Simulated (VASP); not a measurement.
Write the native input for VASP 6.6.1 that does the following.

```yaml
Task: single point
Functional: HSE06
Potentials_or_basis: VASP PAW PBE potentials, release 64 (Zn, S)
Cutoff: 520 eV
k_mesh: 6 × 6 × 6
Occupations: gaussian, width 0.01 eV
Spin: no spin polarisation
Dipole_correction: no
Grid_for_exact_exchange_PRECFOCK: Normal
Further_INCAR_settings: ALGO = Normal; EDIFF = 1e-06; NBANDS = 16
Share_of_exact_exchange: 0.25
Screening_parameter: 0.2079 1/Å
```

ZnS:

```
Zn S
1.0
    -0.01407    2.69349    2.69349
     2.69349   -0.01407    2.69349
     2.69349    2.69349   -0.01407
Zn S
1 1
Direct
  0.99955 0.99955 0.99955
  0.25045 0.25045 0.25045
```

This cell differs from its parent crystal: epitaxial 111 strain +0.5%.

These files were run (other wordings do the same):

POSCAR

```
ZnS
1.0
   -0.0140677160      2.6934885457      2.6934885457
    2.6934885457     -0.0140677160      2.6934885457
    2.6934885457      2.6934885457     -0.0140677160
Zn S
1 1
Direct
   -0.0004546518     -0.0004546518     -0.0004546518
    0.2504546518      0.2504546518      0.2504546518
```

INCAR.step1

```
PREC = Accurate
ENCUT = 520
EDIFF = 1E-5
ISMEAR = 0
SIGMA = 0.01
LREAL = False
LASPH = True
NELM = 80
ALGO = Normal
ISIF = 2
LWAVE = True
LCHARG = False
NBANDS = 16
GGA = PE
```

INCAR.step2

```
PREC = Accurate
ENCUT = 520
EDIFF = 1E-6
ISMEAR = 0
SIGMA = 0.01
LREAL = False
LASPH = True
NELM = 80
ALGO = Normal
ISIF = 2
LWAVE = False
LCHARG = False
GGA = PE
LHFCALC = True
HFSCREEN = 0.2079
PRECFOCK = Normal
NBANDS = 16
ISTART = 1
```

KPOINTS

```
Automatic mesh
0
Gamma
  6 6 6
```

Potentials or basis: VASP PAW PBE potentials, release 64 (Zn, S).

Run with:

```bash
$ cat potpaw_PBE.64/Zn/POTCAR potpaw_PBE.64/S/POTCAR > POTCAR
$ cp INCAR.step1 INCAR
$ mpirun -np 1 vasp_std > vasp.out
$ cp INCAR.step2 INCAR
$ mpirun -np 1 vasp_std > vasp.out
```

It gave:

```yaml
Pressure: 1.0 GPa
Band_gap_on_the_k_mesh: 3.30 eV
```

Caveat: the cell differs from its parent crystal (epitaxial 111 strain +0.5%); the PAW data sets were made with another functional, which shifts forces and pressure a little.

It took 83 min on 1 thread of Intel(R) Xeon(R) Platinum 8259CL CPU @ 2.50GHz (Skylake/Cascade Lake), with other jobs on the host, peak memory 0.28 GiB.
